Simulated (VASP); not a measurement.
Runs of VASP 6.6.1 on Zn. The structure is that of space group P6_3/mmc (No. 194), or close to it. The cells are those of the table. 

```tsv
cell	gap on the mesh (eV)	pressure (GPa)
a = 2.547, b = 2.547, c = 4.706 Å, angles 90.0, 90.0, 120.0°, 2 atoms	none	10.0
a = 2.619, b = 2.619, c = 4.839 Å, angles 90.0, 90.0, 120.0°, 2 atoms	none	(a)
a = 2.583, b = 2.583, c = 4.773 Å, angles 90.0, 90.0, 120.0°, 2 atoms	none	4.8
a = 2.509, b = 2.509, c = 4.637 Å, angles 90.0, 90.0, 120.0°, 2 atoms	none	16.7
```

Alike in all rows: task single point; level r2SCAN; potentials or basis VASP PAW PBE potentials, release 64 (Zn); no spin polarisation; k mesh 23 × 23 × 11; cutoff (eV) 520; smearing fermi-dirac 0.1 eV.

Task: Estimate the missing entries.

Result: (a) 0.5.

Caveats: the PAW data sets were made with another functional, which shifts forces and pressure a little; the cell stands under pressure (at least some runs).

A gap of «none» marks levels without a gap at the run's occupations.
